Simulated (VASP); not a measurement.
# KCl (F-43m) in VASP: further runs

The runs below take KCl through single point, with r2SCAN, PBE, HSE06.

All numbers are computed with VASP 6.6.1; they aren't measurements. Logs are shortened: lines on timing, memory, paths and dates and some standing lists are left out, and cuts for length are marked.

## (1) The cell of the first run

Symmetry: F-43m, No. 216, cubic system. The conventional cell has a = 7.015 Å, b = 7.015 Å, c = 7.015 Å, α = 90.00°, β = 90.00°, γ = 90.00°. Within 4.0 Å of K (site symmetry -43m) lie 4 Cl at 3.04 Å. Cl (site symmetry -43m) has 4 K at 3.04 Å within 4.0 Å.

## (2) Single point, r2SCAN

POSCAR reads:

```
KCl
1.0
    0.0000000000      3.5072828430      3.5072828430
    3.5072828430      0.0000000000      3.5072828430
    3.5072828430      3.5072828430      0.0000000000
K Cl
1 1
Direct
    0.0000000000      0.0000000000      0.0000000000
    0.2500000000      0.2500000000      0.2500000000
```

INCAR.step1 reads:

```
PREC = Accurate
ENCUT = 520
ISMEAR = 0
SIGMA = 0.01
LREAL = F
LASPH = T
NELM = 80
NBANDS = 15
GGA = PE
ALGO = Normal
EDIFF = 1E-4
LWAVE = T
LCHARG = F
```

INCAR.step2 reads:

```
PREC = Accurate
ENCUT = 520
EDIFF = 1E-7
ISMEAR = 0
SIGMA = 0.01
LREAL = F
LASPH = T
NELM = 80
ALGO = Normal
ISIF = 2
LWAVE = F
LCHARG = F
METAGGA = R2SCAN
LMIXTAU = T
NBANDS = 15
ISTART = 1
```

KPOINTS reads:

```
Automatic mesh
0
Gamma
  4 4 4
```

Potentials or basis: VASP PAW PBE potentials, release 64 (K_sv, Cl).

Command:

```console
> cat potpaw_PBE.64/K_sv/POTCAR potpaw_PBE.64/Cl/POTCAR > POTCAR
> cp INCAR.step1 INCAR
> mpirun -np 1 vasp_std > vasp.out
> cp INCAR.step2 INCAR
> mpirun -np 1 vasp_std > vasp.out
```

OUTCAR:

```text
PREC = Accurate
   ENCUT = 520
   EDIFF = 1E-7
   ISMEAR = 0
   LREAL = F
   LASPH = T
   NELM = 80
   ISIF = 2
   METAGGA = R2SCAN
   ISTART = 1

 ion  position               nearest neighbor table
   1  0.000  0.000  0.000-   2 3.04   2 3.04   2 3.04   2 3.04
   2  0.250  0.250  0.250-   1 3.04   1 3.04   1 3.04   1 3.04

  LATTYP: Found a face centered cubic cell.
 ALAT       =     7.0145656860

  Lattice vectors:

 A1 = (   0.0000000000,   3.5072828430,   3.5072828430)
 A2 = (   3.5072828430,   0.0000000000,   3.5072828430)
 A3 = (   3.5072828430,   3.5072828430,   0.0000000000)

Analysis of symmetry for initial positions (statically):
=====================================================================
 Subroutine PRICEL returns:
 Original cell was already a primitive cell.

 Routine SETGRP: Setting up the symmetry group for a
 face centered cubic supercell.

 Subroutine GETGRP returns: Found 24 space group operations
 (whereof 24 operations were pure point group operations)
 out of a pool of 48 trial point group operations.

The static configuration has the point symmetry T_d .

Analysis of symmetry for dynamics (positions and initial velocities):
=====================================================================
 Subroutine PRICEL returns:
 Original cell was already a primitive cell.

 Routine SETGRP: Setting up the symmetry group for a
 face centered cubic supercell.

 Subroutine GETGRP returns: Found 24 space group operations
 (whereof 24 operations were pure point group operations)
 out of a pool of 48 trial point group operations.

The dynamic configuration has the point symmetry T_d .

 Subroutine INISYM returns: Found 24 space group operations
 (whereof 24 operations are pure point group operations),
 and found     1 'primitive' translations

----------------------------------------------------------------------------------------

                                     Primitive cell

  volume of cell :      86.2864

  direct lattice vectors                    reciprocal lattice vectors
     0.000000000  3.507282843  3.507282843    -0.142560501  0.142560501  0.142560501
     3.507282843  0.000000000  3.507282843     0.142560501 -0.142560501  0.142560501
     3.507282843  3.507282843  0.000000000     0.142560501  0.142560501 -0.142560501

  length of vectors
     4.960046964  4.960046964  4.960046964     0.246922031  0.246922031  0.246922031

  position of ions in fractional coordinates (direct lattice)
     0.000000000  0.000000000  0.000000000
     0.250000000  0.250000000  0.250000000

  ion indices of the primitive-cell ions
   primitive index   ion index
                 1           1
                 2           2

----------------------------------------------------------------------------------------

 KPOINTS: Automatic mesh

Automatic generation of k-mesh.
 Grid dimensions read from file:
 generate k-points for:    4    4    4

 Generating k-lattice:

  Cartesian coordinates                     Fractional coordinates (reciprocal lattice)
    -0.035640125  0.035640125  0.035640125     0.250000000  0.000000000  0.000000000
     0.035640125 -0.035640125  0.035640125     0.000000000  0.250000000  0.000000000
     0.035640125  0.035640125 -0.035640125     0.000000000  0.000000000  0.250000000

  Length of vectors
     0.061730508  0.061730508  0.061730508

  Shift w.r.t. Gamma in fractional coordinates (k-lattice)
     0.000000000  0.000000000  0.000000000

 Subroutine IBZKPT returns following result:
 ===========================================

 Found      8 irreducible k-points:

 Following reciprocal coordinates:
            Coordinates               Weight
  0.000000  0.000000  0.000000      1.000000
  0.250000  0.000000  0.000000      8.000000
  0.500000  0.000000  0.000000      4.000000
  0.250000  0.250000  0.000000      6.000000
  0.500000  0.250000  0.000000     24.000000
 -0.250000  0.250000  0.000000     12.000000
  0.500000  0.500000  0.000000      3.000000
 -0.250000  0.500000  0.250000      6.000000
   k-points           NKPTS =      8   k-points in BZ     NKDIM =      8   number of bands    NBANDS=     15
   number of dos      NEDOS =    301   number of ions     NIONS =      2
   total plane-waves  NPLWV =  64000
   dimension x,y,z NGX =    40 NGY =   40 NGZ =   40
   dimension x,y,z NGXF=    80 NGYF=   80 NGZF=   80
   ions per type =               1   1
   NGX,Y,Z   is equivalent  to a cutoff of  13.41, 13.41, 13.41 a.u.
   NGXF,Y,Z  is equivalent  to a cutoff of  26.81, 26.81, 26.81 a.u.
 SYSTEM =  unknown system
   PREC   = accura    normal or accurate (medium, high low for compatibility)
   ISTART =      1    job   : 0-new  1-cont  2-samecut
   ICHARG =      0    charge: 1-file 2-atom 10-const
   ISPIN  =      1    spin polarized calculation?
   LNONCOLLINEAR =      F non collinear calculations
   LSORBIT =      F    spin-orbit coupling
   LASPH  =      T    aspherical Exc in radial PAW
   ENCUT  =  520.0 eV  38.22 Ry    6.18 a.u.   9.22  9.22  9.22*2*pi/ulx,y,z
   NELM   =     80;   NELMIN=  2; NELMDL=  0     # of ELM steps
   EDIFF  = 0.1E-06   stopping-criterion for ELM
   LREAL  =      F    real-space projection
   EDIFFG = 0.1E-05   stopping-criterion for IOM
   NSW    =      0    number of steps for IOM
   IBRION =     -1    ionic relax: 0-MD 1-quasi-New 2-CG
   NFREE  =      0    steps in history (QN), initial steepest desc. (CG)
   ISIF   =      2    stress and relaxation
   ISYM   =      2    0-nonsym 1-usesym 2-fastsym
   POTIM  = 0.5000    time-step for ionic-motion
   TEBEG  =    0.0;   TEEND  =   0.0 temperature during run
   PSTRESS=    0.0 pullay stress
   NELECT =      16.0000    total number of electrons
   NUPDOWN=      -1.0000    fix difference up-down
   EMIN   =  10.00;   EMAX   =-10.00  energy-range for DOS
   EFERMI =   0.00;   METHOD = LEGACY
   ISMEAR =     0;   SIGMA  =   0.01  broadening in eV -4-tet -1-fermi 0-gaus
   EFERMI_NEDOS =   21; number of points for ismear=-14 and -15
   IALGO  =     38    algorithm
   IMIX   =      4    mixing-type and parameters
     AMIX     =   0.40;   BMIX     =  1.00
     AMIX_MAG =   1.60;   BMIX_MAG =  1.00
  volume/ion in A,a.u.               =      43.14       291.14
  Fermi-wavevector in a.u.,A,eV,Ry     =   0.933542  1.764139 11.857496  0.871501
  Thomas-Fermi vector in A             =   2.060255
   LORBIT       =      0    0 simple, 1 ext, 2 COOP (PROOUT), +10 PAW based schemes
   METAGGA = R2SCAN    functional components
   LHFCALC =     F    Hartree Fock is set to
   AEXX    =    0.0000 exact exchange contribution
   IVDW    =     0    specifies the selected vdW correction
   LEPSILON=     F    determine dielectric tensor
   LRPA    =     F    only Hartree local field effects (RPA)
 non-spin polarized calculation
 Gauss-broadening in eV      SIGMA  =   0.01
  energy-cutoff  :      520.00
  volume of cell :       86.29
 maximum number of plane-waves:      2346
 NGX is ok and might be reduce to    40
   NGX = 19   NGY = 19   NGZ = 19

 number of electron      16.0000000 magnetization

 Free energy of the ion-electron system (eV)
  ---------------------------------------------------
  ext. energy  EPLUGINS =         0.00000000
  ---------------------------------------------------
  free energy    TOTEN  =       -16.22190371 eV

  energy without entropy =      -16.22190371  energy(sigma->0) =      -16.22190371

 E-fermi :  -3.5211     XC(G=0):  -6.3707

 val. band max:       -3.5949625522   @ k =   0.5000   0.5000   0.0000
 cond. band min:       1.7574765380   @ k =   0.0000   0.0000   0.0000
 fundamental gap:      5.3524390902
 Fermi energy:        -3.5210825034

 k-point     1 :       0.0000    0.0000    0.0000
  band No.  band energies     occupation
      1     -31.9432      2.00000
      2     -15.8894      2.00000
      3     -14.6655      2.00000
      4     -14.6655      2.00000
      5     -14.6655      2.00000
      6      -3.6319      2.00000
      7      -3.6319      2.00000
      8      -3.6319      2.00000
      9       1.7575      0.00000
     10       6.5440      0.00000
     11       6.5440      0.00000
     12       7.5513      0.00000
     13       7.5513      0.00000
     14       7.5513      0.00000
     15       8.7228      0.00000

 k-point     2 :       0.2500    0.0000    0.0000
  band No.  band energies     occupation
      1     -31.9418      2.00000
      2     -15.9774      2.00000
      3     -14.6708      2.00000
      4     -14.6708      2.00000
      5     -14.5674      2.00000
      6      -3.7982      2.00000
      7      -3.6174      2.00000
      8      -3.6174      2.00000
      9       2.6438      0.00000
     10       6.1173      0.00000
     11       6.1173      0.00000
     12       6.4850      0.00000
     13       7.6350      0.00000
     14       8.0375      0.00000
     15       8.0375      0.00000

 k-point     3 :       0.5000    0.0000    0.0000
  band No.  band energies     occupation
      1     -31.9403      2.00000
      2     -16.0536      2.00000
      3     -14.6760      2.00000
      4     -14.6760      2.00000
      5     -14.4820      2.00000
      6      -3.9232      2.00000
      7      -3.6038      2.00000
      8      -3.6038      2.00000
      9       4.1988      0.00000
     10       4.5057      0.00000
     11       6.0729      0.00000
     12       6.0729      0.00000
     13       7.6486      0.00000
     14       7.6486      0.00000
     15       8.3806      0.00000
[... 55 lines left out ...]
 k-point     7 :       0.5000    0.5000    0.0000
  band No.  band energies     occupation
      1     -31.9393      2.00000
      2     -16.0976      2.00000
      3     -14.6909      2.00000
      4     -14.6909      2.00000
      5     -14.4079      2.00000
      6      -3.9838      2.00000
      7      -3.5950      2.00000
      8      -3.5950      2.00000
      9       3.5732      0.00000
     10       4.6918      0.00000
     11       7.2964      0.00000
     12       7.5022      0.00000
     13       7.5022      0.00000
     14       7.7803      0.00000
     15       7.9679      0.00000

 k-point     8 :      -0.2500    0.5000    0.2500
  band No.  band energies     occupation
      1     -31.9393      2.00000
      2     -16.0959      2.00000
      3     -14.7013      2.00000
      4     -14.6913      2.00000
      5     -14.3994      2.00000
      6      -3.8142      2.00000
      7      -3.7687      2.00000
      8      -3.5997      2.00000
      9       3.7807      0.00000
     10       4.6849      0.00000
     11       6.9653      0.00000
     12       7.0817      0.00000
     13       7.3167      0.00000
     14       7.7432      0.00000
     15       8.4278      0.00000

------------------------ aborting loop because EDIFF is reached ----------------------------------------

  FORCE on cell =-STRESS in cart. coord.  units (eV):
  Direction    XX          YY          ZZ          XY          YZ          ZX
  --------------------------------------------------------------------------------------
  -------------------------------------------------------------------------------------
  Total       -0.0052463     -0.0052463     -0.0052463     -0.0000000      0.0000000     -0.0000000
  in kB       -0.0974132     -0.0974132     -0.0974132     -0.0000000      0.0000000     -0.0000000
  external PRESSURE =      -0.0974132 kB  Pullay stress =       0.0000000 kB

 VOLUME and BASIS-vectors are now :
 -----------------------------------------------------------------------------
  energy-cutoff  :      520.00
  volume of cell :       86.29
      direct lattice vectors                 reciprocal lattice vectors
     0.000000000  3.507282843  3.507282843    -0.142560501  0.142560501  0.142560501
     3.507282843  0.000000000  3.507282843     0.142560501 -0.142560501  0.142560501
     3.507282843  3.507282843  0.000000000     0.142560501  0.142560501 -0.142560501

 POSITION                                       TOTAL-FORCE (eV/Angst)
 -----------------------------------------------------------------------------------
      0.00000      0.00000      0.00000        -0.000000      0.000000     -0.000000
      1.75364      1.75364      1.75364         0.000000     -0.000000      0.000000
 -----------------------------------------------------------------------------------
    total drift:                               -0.000000     -0.000000     -0.000000

  FREE ENERGIE OF THE ION-ELECTRON SYSTEM (eV)
  ---------------------------------------------------
  free  energy   TOTEN  =       -16.2219037082 eV

  energy  without entropy=      -16.2219037082  energy(sigma->0) =      -16.22190371
```

Wall time 76 s (1 thread of Intel Xeon Platinum 8488C (Sapphire Rapids), shared host); peak memory 0.25 GiB.

Results:

- Free energy: -16.2219 eV
- Pressure: 0.0 GPa
- Band gap on the k mesh: 5.35 eV (least direct gap 5.39 eV)

Levels at points of the mesh, in eV from the valence-band top:
| k point | band 4 | band 5 | band 6 | band 7 | band 8 | band 9 | band 10 | band 11 | band 12 | band 13 |
| --- | --- | --- | --- | --- | --- | --- | --- | --- | --- | --- |
| (0.00, 0.00, 0.00) | -11.07 | -11.07 | -0.04 | -0.04 | -0.04 | 5.35 | 10.14 | 10.14 | 11.15 | 11.15 |
| (0.50, 0.00, 0.00) | -11.08 | -10.89 | -0.33 | -0.01 | -0.01 | 7.79 | 8.10 | 9.67 | 9.67 | 11.24 |
| (0.50, 0.50, 0.00) | -11.10 | -10.81 | -0.39 | 0.00 | 0.00 | 7.17 | 8.29 | 10.89 | 11.10 | 11.10 |

Caveat: the PAW data sets were made with another functional, which shifts forces and pressure a little. A k mesh can miss the band edges.

## (3) Single point, PBE

INCAR reads:

```
SYSTEM = KCl
ALGO = Normal
EDIFF = 1E-6
ENCUT = 520
GGA = PE
ISIF = 2
ISMEAR = 0
LASPH = .TRUE.
LCHARG = .FALSE.
LREAL = .FALSE.
LWAVE = .FALSE.
NBANDS = 15
NELM = 80
PREC = Accurate
SIGMA = 0.01
```

KPOINTS reads:

```
k-points
0
G
  6 6 6
  0 0 0
```

POSCAR is that of step 2.

Potentials or basis: VASP PAW PBE potentials, release 64 (K_sv, Cl).

Command:

```console
> cat potpaw_PBE.64/K_sv/POTCAR potpaw_PBE.64/Cl/POTCAR > POTCAR
> mpirun -np 1 vasp_std > vasp.out
```

Run time: 34 s. Hardware: 1 thread of Intel Xeon Platinum 8488C (Sapphire Rapids), shared host; peak memory 0.24 GiB.

Results (log left out):

- Free energy: -6.6186 eV
- Pressure: 0.3 GPa
- Band gap on the k mesh: 4.77 eV (least direct gap 4.81 eV)

Levels at points of the mesh, in eV from the valence-band top:
| k point | band 6 | band 7 | band 8 | band 9 | band 10 | band 11 |
| --- | --- | --- | --- | --- | --- | --- |
| (0.00, 0.00, 0.00) | -0.04 | -0.04 | -0.04 | 4.77 | 9.37 | 9.37 |
| (0.50, 0.00, 0.00) | -0.34 | -0.01 | -0.01 | 7.28 | 7.41 | 8.95 |
| (0.50, 0.50, 0.00) | -0.40 | 0.00 | 0.00 | 6.68 | 7.69 | 9.87 |

A k mesh can miss the band edges.

## (4) Single point, HSE06

POSCAR is that of step 3.

INCAR.step1 reads:

```
PREC = Accurate
ENCUT = 520
EDIFF = 1E-5
ISMEAR = 0
SIGMA = 0.01
LREAL = F
LASPH = T
NELM = 60
ALGO = Normal
ISIF = 2
LWAVE = T
GGA = PE
NBANDS = 15
```

INCAR.step2 reads:

```
PREC = Accurate
ENCUT = 520
EDIFF = 1E-6
ISMEAR = 0
SIGMA = 0.01
LREAL = F
LASPH = T
NELM = 60
ALGO = Normal
ISIF = 2
LWAVE = F
LCHARG = T
GGA = PE
LHFCALC = T
HFSCREEN = 0.2079
PRECFOCK = Normal
LELF = T
LVHAR = T
ISTART = 1
NBANDS = 15
```

KPOINTS reads:

```
Automatic mesh
0
Gamma
  4 4 4
```

Command:

```console
> cat potpaw_PBE.64/K_sv/POTCAR potpaw_PBE.64/Cl/POTCAR > POTCAR
> cp INCAR.step1 INCAR
> mpirun -np 1 vasp_std > vasp.out
> cp INCAR.step2 INCAR
> mpirun -np 1 vasp_std > vasp.out
```

Run time: 8.4 min. Hardware: 1 thread of Intel Xeon Platinum 8488C (Sapphire Rapids), shared host; peak memory 0.34 GiB.

Results (log left out):

```yaml
Free_energy: -7.6632 eV
Pressure: 0.2 GPa
Band_gap_on_the_k_mesh: 6.02 eV (least direct gap 6.05 eV)
```

Levels at points of the mesh, in eV from the valence-band top:
```
           k point  band 5  band 6  band 7  band 8  band 9  band 10  band 11  band 12
(0.00, 0.00, 0.00)  -11.45   -0.03   -0.03   -0.03    6.02    11.00    11.00    11.97
(0.50, 0.00, 0.00)  -11.27   -0.34   -0.01   -0.01    8.55     8.75    10.45    10.45
(0.50, 0.50, 0.00)  -11.19   -0.41    0.00    0.00    7.95     9.04    11.38    11.93
```

Caveat: the PAW data sets were made with another functional, which shifts forces and pressure a little. A k mesh can miss the band edges.

## (5) Overview

```tsv
level	k mesh	grid for exact exchange (PRECFOCK)	share of exact exchange	screening parameter	gap on the mesh (eV)	pressure (GPa)
r2SCAN	4 × 4 × 4	-	-	-	5.35	0.0
PBE	6 × 6 × 6	-	-	-	4.77	0.3
HSE06	4 × 4 × 4	Normal	0.25	0.2079 1/Å	6.02	0.2
```

Alike in all rows: task single point; potentials or basis VASP PAW PBE potentials, release 64 (K_sv, Cl); no spin polarisation; cell as given; cutoff (eV) 520; smearing gaussian 0.01 eV.

On the cell as given the gap runs from 4.77 eV (PBE) to 6.02 eV (HSE06); the meshes differ, which moves gaps too. The pressure there spans 0.0 GPa (r2SCAN) to 0.3 GPa (PBE); a positive pressure means that this level wants a larger cell, a negative one a smaller.

Caveats: the PAW data sets were made with another functional, which shifts forces and pressure a little (at least some runs).

Total energies depend on the potentials used, so only differences within one code and one set of settings carry meaning.
